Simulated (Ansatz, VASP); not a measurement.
Be4TeSe3: VASP beside Ansatz

```
CELL_PARAMETERS angstrom
5.30379 0.00000 0.00000
0.00000 5.30379 0.00000
0.00000 0.00000 5.30379
ATOMIC_POSITIONS crystal
Be 0.73983 0.26017 0.73983
Be 0.26017 0.73983 0.73983
Be 0.73983 0.73983 0.26017
Be 0.26017 0.26017 0.26017
Te 0.00000 0.00000 0.00000
Se 0.50000 0.00000 0.50000
Se 0.00000 0.50000 0.50000
Se 0.50000 0.50000 0.00000
```

Alike in both runs: functional PBE; k mesh 3 × 3 × 3; occupations gaussian, width 0.15 eV; no spin polarisation.

Ansatz relaxed the structure, and its values are those at the end. VASP's run is a single point on that final structure, the one shown.

|  | VASP | Ansatz |
| --- | --- | --- |
| version | VASP 6.6.1 | Ansatz 0.2.0 |
| potentials or method | VASP PAW PBE potentials, release 64 (Be, Te, Se), cutoff 600 eV | scalar-relativistic, plane waves, PAW |
| valence electrons in the cell | 32 | 72 |

|  | VASP | Ansatz | Ansatz less VASP |
| --- | --- | --- | --- |
| gap on the k mesh at the Fermi level (eV) | 2.03 | 2.04 | +0.010 |
| least direct gap on the mesh (eV) | 2.03 | 2.04 | +0.010 |
| pressure (GPa) | 0.2 | 0.1 | -0.17 |
| rms of the force components (eV/Å) | 0.015 | 0.018 | +0.0036 |

VASP's potentials hold 32 valence electrons a cell and Ansatz's 72, so a difference there can come from the potentials and not from the codes.

Spin-orbit coupling is off throughout.
